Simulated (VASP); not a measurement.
# I (Fmmm) in VASP: notebook, part 2 of 2

VASP 6.6.1. Earlier steps stand in the parts before.

### 4 Single point, PBEsol

This run uses another cell than the first one, of 40.55 Å³/atom, 1.026 times its volume.

INCAR reads:

```
SYSTEM = I
  PREC = Accurate
  ENCUT = 500
  EDIFF = 1E-6
  ISMEAR = 0
  SIGMA = 0.1
  LREAL = .False.
  LASPH = .True.
  NELM = 120
  ALGO = Normal
  ISIF = 2
  LWAVE = .False.
  LCHARG = .False.
  GGA = PS
  NBANDS = 10
  GGA_COMPAT = .False.
```

KPOINTS reads:

```
Automatic mesh
0
Gamma
  6 6 6
  0 0 0
```

POSCAR reads:

```
I
1.0
    0.0000000000      2.3656004428      3.9098401324
    2.1922454667      0.0000000000      3.9098401324
    2.1922454667      2.3656004428      0.0000000000
I
1
Direct
    0.0000000000      0.0000000000      0.0000000000
```

Potentials or basis: VASP PAW PBE potentials, release 64 (I).

Started as:

```console
cat potpaw_PBE.64/I/POTCAR > POTCAR
mpirun -np 1 vasp_std > vasp.out
```

OUTCAR:

```text
SYSTEM = I
   PREC = Accurate
   ENCUT = 500
   EDIFF = 1E-6
   ISMEAR = 0
   LREAL = .False.
   LASPH = .True.
   NELM = 120
   ISIF = 2
   GGA = PS

 ion  position               nearest neighbor table
   1  0.000  0.000  0.000-

  LATTYP: Found a face centered orthorhombic cell.
 ALAT       =     4.3844909334
 B/A-ratio  =     1.0790764441
 C/A-ratio  =     1.7834864717

  Lattice vectors:

 A1 = (   0.0000000000,   2.3656004428,   3.9098401324)
 A2 = (   2.1922454667,   0.0000000000,   3.9098401324)
 A3 = (   2.1922454667,   2.3656004428,   0.0000000000)

Analysis of symmetry for initial positions (statically):
=====================================================================
 Subroutine PRICEL returns:
 Original cell was already a primitive cell.

 Routine SETGRP: Setting up the symmetry group for a
 face centered orthorhombic supercell.

 Subroutine GETGRP returns: Found  8 space group operations
 (whereof  8 operations were pure point group operations)
 out of a pool of  8 trial point group operations.

The static configuration has the point symmetry D_2h.

Analysis of symmetry for dynamics (positions and initial velocities):
=====================================================================
 Subroutine PRICEL returns:
 Original cell was already a primitive cell.

 Routine SETGRP: Setting up the symmetry group for a
 face centered orthorhombic supercell.

 Subroutine GETGRP returns: Found  8 space group operations
 (whereof  8 operations were pure point group operations)
 out of a pool of  8 trial point group operations.

The dynamic configuration has the point symmetry D_2h.

 Subroutine INISYM returns: Found  8 space group operations
 (whereof  8 operations are pure point group operations),
 and found     1 'primitive' translations

[... 115 lines left out ...]
  Thomas-Fermi vector in A             =   2.035812
   LORBIT       =      0    0 simple, 1 ext, 2 COOP (PROOUT), +10 PAW based schemes
   GGA     = PS    functional components
   LHFCALC =     F    Hartree Fock is set to
   AEXX    =    0.0000 exact exchange contribution
   IVDW    =     0    specifies the selected vdW correction
   LEPSILON=     F    determine dielectric tensor
   LRPA    =     F    only Hartree local field effects (RPA)
 non-spin polarized calculation
 Gauss-broadening in eV      SIGMA  =   0.10
  energy-cutoff  :      500.00
  volume of cell :       40.55
 maximum number of plane-waves:      1044
 NGX is ok and might be reduce to    36
   NGX = 17   NGY = 17   NGZ = 11

 number of electron       7.0000000 magnetization

 Free energy of the ion-electron system (eV)
  ---------------------------------------------------
  ext. energy  EPLUGINS =         0.00000000
  ---------------------------------------------------
  free energy    TOTEN  =        -1.60473367 eV

  energy without entropy =       -1.59842840  energy(sigma->0) =       -1.60158104

 E-fermi :   3.0508     XC(G=0):  -8.4445

 val. band max:        3.0048628419   @ k =  -0.3333   0.3333   0.1667
 cond. band min:       3.0586043519   @ k =   0.5000   0.1667   0.1667
 fundamental gap:      0.0537415101
 Fermi energy:         3.0508205201

 k-point     1 :       0.0000    0.0000    0.0000
  band No.  band energies     occupation
      1     -10.5315      2.00000
      2       1.4453      2.00000
      3       4.1405      0.00000
      4       4.4345      0.00000
      5       7.7507      0.00000
      6      10.8415      0.00000
      7      11.4753      0.00000
      8      15.4590      0.00000
      9      15.6547      0.00000
     10      15.7717      0.00000
[... 287 lines left out ...]
 k-point    24 :       0.5000    0.3333    0.1667
  band No.  band energies     occupation
      1      -9.8412      2.00000
      2       0.2582      2.00000
      3       2.3184      2.00000
      4       2.5425      2.00000
      5      11.3272      0.00000
      6      12.7590      0.00000
      7      13.2185      0.00000
      8      14.6972      0.00000
      9      15.0065      0.00000
     10      16.1370      0.00000

 [... further k-points ...]

------------------------ aborting loop because EDIFF is reached ----------------------------------------

  FORCE on cell =-STRESS in cart. coord.  units (eV):
  Direction    XX          YY          ZZ          XY          YZ          ZX
  --------------------------------------------------------------------------------------
  -------------------------------------------------------------------------------------
  Total       -0.4091757     -0.4726572     -0.0752281      0.0000000      0.0000000      0.0000000
  in kB      -16.1659368    -18.6739985     -2.9721513      0.0000000      0.0000000      0.0000000
  external PRESSURE =     -12.6040289 kB  Pullay stress =       0.0000000 kB

 VOLUME and BASIS-vectors are now :
 -----------------------------------------------------------------------------
  energy-cutoff  :      500.00
  volume of cell :       40.55
      direct lattice vectors                 reciprocal lattice vectors
     0.000000000  2.365600443  3.909840132    -0.228076649  0.211362828  0.127882467
     2.192245467  0.000000000  3.909840132     0.228076649 -0.211362828  0.127882467
     2.192245467  2.365600443  0.000000000     0.228076649  0.211362828 -0.127882467

 POSITION                                       TOTAL-FORCE (eV/Angst)
 -----------------------------------------------------------------------------------
      0.00000      0.00000      0.00000         0.000000     -0.000000      0.000000
 -----------------------------------------------------------------------------------
    total drift:                                0.000000      0.000000      0.000000

  FREE ENERGIE OF THE ION-ELECTRON SYSTEM (eV)
  ---------------------------------------------------
  free  energy   TOTEN  =        -1.6047336741 eV

  energy  without entropy=       -1.5984284032  energy(sigma->0) =       -1.60158104
```

OSZICAR:

```text
N       E                     dE             d eps       ncg     rms          rms(c)
DAV:   1     0.189420083603E+02    0.18942E+02   -0.23393E+03   936   0.472E+02
DAV:   2    -0.801110869348E+00   -0.19743E+02   -0.19331E+02  1212   0.824E+01
DAV:   3    -0.162977552216E+01   -0.82866E+00   -0.82204E+00  1144   0.169E+01
DAV:   4    -0.163692180783E+01   -0.71463E-02   -0.71457E-02  1176   0.195E+00
DAV:   5    -0.163701415003E+01   -0.92342E-04   -0.92341E-04  1182   0.204E-01    0.534E+00
DAV:   6    -0.161394827339E+01    0.23066E-01   -0.18053E-02  1008   0.624E-01    0.330E+00
DAV:   7    -0.160487334298E+01    0.90749E-02   -0.36631E-02   994   0.911E-01    0.134E-01
DAV:   8    -0.160473220507E+01    0.14114E-03   -0.17098E-03  1002   0.248E-01    0.270E-02
DAV:   9    -0.160473272112E+01   -0.51605E-06   -0.22938E-05  1152   0.352E-02    0.139E-02
DAV:  10    -0.160473367411E+01   -0.95299E-06   -0.25934E-06  1074   0.957E-03
   1 F= -.16047337E+01 E0= -.16015810E+01  d E =-.630527E-02
```

Wall time 22 s (1 thread of Intel Xeon 8259CL, shared host); peak memory 0.18 GiB.

Results:

```yaml
Free_energy: -1.6047 eV
Pressure: -1.3 GPa
```

Caveat: the PAW data sets were made with another functional, which shifts forces and pressure a little; spin-orbit coupling is left out, which moves the levels of the heavy elements; an odd number of electrons without spin polarisation forces a metal; a magnetic or distorted state may lie lower.

### 5 Single point, PBE

This run uses another cell than the first one, of 40.55 Å³/atom, 1.026 times its volume.

INCAR reads:

```
PREC     = Accurate       # precision mode
ENCUT    = 500            # plane-wave cutoff, eV
EDIFF    = 1E-6           # SCF threshold, eV
ISMEAR   = -1             # smearing method
SIGMA    = 0.002          # smearing width, eV
LREAL    = F              # projectors in reciprocal space
LASPH    = T              # aspherical terms in the spheres
NELM     = 120            # most SCF steps
ALGO     = Normal         # electronic algorithm
ISIF     = 2              # what is computed and relaxed
LWAVE    = F              # write WAVECAR
LCHARG   = F              # write CHGCAR
GGA      = PE             # functional
NBANDS   = 10             # bands
GGA_COMPAT= F
```

KPOINTS reads:

```
regular mesh
0
Gamma
  6 6 6
```

POSCAR is that of step 4.

Started as:

```console
cat potpaw_PBE.64/I/POTCAR > POTCAR
mpirun -np 1 vasp_std > vasp.out
```

It took 24 s on 1 thread of Intel Xeon 8259CL, shared host; peak memory 0.18 GiB.

Results (log left out):

- Free energy: -1.3348 eV
- Pressure: 0.6 GPa

Stress tensor (GPa, compression positive):
```
0.63 0.00 0.00
0.00 0.25 0.00
0.00 0.00 0.80
```

Levels at points of the mesh, in eV from the Fermi level:
```
           k point  band 1  band 2  band 3  band 4  band 5  band 6  band 7  band 8  band 9
(0.00, 0.00, 0.00)  -13.57   -1.63    1.07    1.37    4.85    7.79    8.51   12.42   12.74
(0.50, 0.00, 0.00)  -12.12   -4.90   -1.42    2.02    5.10    9.40   10.97   12.17   12.65
(0.50, 0.50, 0.00)  -13.32   -3.75    0.85    1.17    7.27    7.59   11.02   14.91   15.39
(0.50, 0.00, 0.50)  -10.82   -4.08   -3.17   -0.17    4.28    6.91    9.88   10.81   11.41
(0.00, 0.50, 0.50)  -10.78   -3.77   -3.47   -0.47    4.22    6.06   10.62   11.04   12.41
```

Caveat: spin-orbit coupling is left out, which moves the levels of the heavy elements; an odd number of electrons without spin polarisation forces a metal; a magnetic or distorted state may lie lower.

### 6 Single point, revPBE

This run uses another cell than the first one, of 40.55 Å³/atom, 1.026 times its volume.

INCAR: that of step 5 with these lines changed.

```diff
@@ -4,3 +4,3 @@
 ISMEAR   = -1             # smearing method
-SIGMA    = 0.002          # smearing width, eV
+SIGMA    = 0.051703999572871064 # smearing width, eV
 LREAL    = F              # projectors in reciprocal space
@@ -12,3 +12,3 @@
 LCHARG   = F              # write CHGCAR
-GGA      = PE             # functional
+GGA      = RE             # functional
 NBANDS   = 10             # bands
```

KPOINTS reads:

```
Automatic mesh
0
Gamma
  6 6 6
```

POSCAR: that of step 5 with these lines changed.

```diff
@@ -8,2 +8,2 @@
 Direct
-    0.0000000000      0.0000000000      0.0000000000
+    0.6600000000      0.1510000000      0.0540000000
```

Potentials or basis: VASP PAW PBE potentials, release 64 (I).

Started as:

```console
cat potpaw_PBE.64/I/POTCAR > POTCAR
mpirun -np 1 vasp_std > vasp.out
```

OUTCAR:

```text
PREC = Accurate
   ENCUT = 500
   EDIFF = 1E-6
   ISMEAR = -1
   LREAL = F
   LASPH = T
   NELM = 120
   ISIF = 2
   GGA = RE

 ion  position               nearest neighbor table
   1  0.660  0.151  0.054-

  LATTYP: Found a face centered orthorhombic cell.
 ALAT       =     4.3844909334
 B/A-ratio  =     1.0790764441
 C/A-ratio  =     1.7834864717

  Lattice vectors:

 A1 = (   0.0000000000,   2.3656004428,   3.9098401324)
 A2 = (   2.1922454667,   0.0000000000,   3.9098401324)
[... 493 lines left out ...]
     10      16.4383      0.00000

 [... further k-points ...]

------------------------ aborting loop because EDIFF is reached ----------------------------------------

  FORCE on cell =-STRESS in cart. coord.  units (eV):
  Direction    XX          YY          ZZ          XY          YZ          ZX
  --------------------------------------------------------------------------------------
  -------------------------------------------------------------------------------------
  Total        0.3789765      0.3751289      0.4609982     -0.0000000      0.0000000      0.0000000
  in kB       14.9728105     14.8207957     18.2133677     -0.0000000      0.0000000      0.0000000
  external PRESSURE =      16.0023246 kB  Pullay stress =       0.0000000 kB

 VOLUME and BASIS-vectors are now :
 -----------------------------------------------------------------------------
  energy-cutoff  :      500.00
  volume of cell :       40.55
      direct lattice vectors                 reciprocal lattice vectors
     0.000000000  2.365600443  3.909840132    -0.228076649  0.211362828  0.127882467
     2.192245467  0.000000000  3.909840132     0.228076649 -0.211362828  0.127882467
     2.192245467  2.365600443  0.000000000     0.228076649  0.211362828 -0.127882467

 POSITION                                       TOTAL-FORCE (eV/Angst)
 -----------------------------------------------------------------------------------
      0.44941      1.68904      3.17088         0.000000     -0.000000      0.000000
 -----------------------------------------------------------------------------------
    total drift:                                0.000000      0.000000     -0.000000

  FREE ENERGIE OF THE ION-ELECTRON SYSTEM (eV)
  ---------------------------------------------------
  free  energy   TOTEN  =        -1.0546727287 eV

  energy  without entropy=       -1.0446825403  energy(sigma->0) =       -1.04967763
```

Run time: 19 s. Hardware: 1 thread of Intel Xeon 8259CL, shared host; peak memory 0.18 GiB.

What came out:

```
Free energy : -1.0547 eV
Pressure    : 1.6 GPa
```

Levels at points of the mesh, in eV from the Fermi level:
| k point | band 1 | band 2 | band 3 | band 4 | band 5 | band 6 | band 7 | band 8 | band 9 |
| --- | --- | --- | --- | --- | --- | --- | --- | --- | --- |
| (0.00, 0.00, 0.00) | -13.54 | -1.64 | 1.08 | 1.38 | 5.06 | 7.79 | 8.57 | 12.48 | 12.82 |
| (0.50, 0.00, 0.00) | -12.09 | -4.87 | -1.42 | 2.03 | 5.24 | 9.42 | 11.17 | 12.19 | 12.70 |
| (0.50, 0.50, 0.00) | -13.30 | -3.70 | 0.86 | 1.19 | 7.28 | 7.68 | 11.23 | 14.96 | 15.37 |
| (0.50, 0.00, 0.50) | -10.79 | -4.06 | -3.17 | -0.18 | 4.37 | 7.01 | 9.89 | 11.00 | 11.51 |
| (0.00, 0.50, 0.50) | -10.75 | -3.76 | -3.46 | -0.47 | 4.31 | 6.18 | 10.63 | 11.22 | 12.60 |

Caveat: the PAW data sets were made with another functional, which shifts forces and pressure a little; spin-orbit coupling is left out, which moves the levels of the heavy elements; an odd number of electrons without spin polarisation forces a metal; a magnetic or distorted state may lie lower.

### 7 Summary

```tsv
level	potentials or basis	cell	smearing	gap on the mesh (eV)	pressure (GPa)
PBE	VASP PAW PBE potentials, release 64 (I)	a = 4.531, b = 4.445, c = 3.198 Å, angles 70.6, 67.7, 41.7°, 1 atom	gaussian 0.1 eV	none	1.3
LDA	VASP PAW LDA potentials, release 64 (I)	a = 4.570, b = 4.482, c = 3.225 Å, angles 70.6, 67.7, 41.7°, 1 atom	gaussian 0.1 eV	none	-2.2
PBEsol	VASP PAW PBE potentials, release 64 (I)	a = 4.570, b = 4.482, c = 3.225 Å, angles 70.6, 67.7, 41.7°, 1 atom	gaussian 0.1 eV	none	-1.3
PBE	VASP PAW PBE potentials, release 64 (I)	a = 4.570, b = 4.482, c = 3.225 Å, angles 70.6, 67.7, 41.7°, 1 atom	fermi-dirac 0.002 eV	none	0.6
revPBE	VASP PAW PBE potentials, release 64 (I)	a = 4.570, b = 4.482, c = 3.225 Å, angles 70.6, 67.7, 41.7°, 1 atom	fermi-dirac 0.051704 eV	none	1.6
```

Alike in all rows: task single point; no spin polarisation; k mesh 6 × 6 × 6; cutoff (eV) 500.

Caveats: spin-orbit coupling is left out, which moves the levels of the heavy elements; an odd number of electrons without spin polarisation forces a metal; a magnetic or distorted state may lie lower; the PAW data sets were made with another functional, which shifts forces and pressure a little (some runs).

Absolute energies hang on the potentials; compare differences alone.
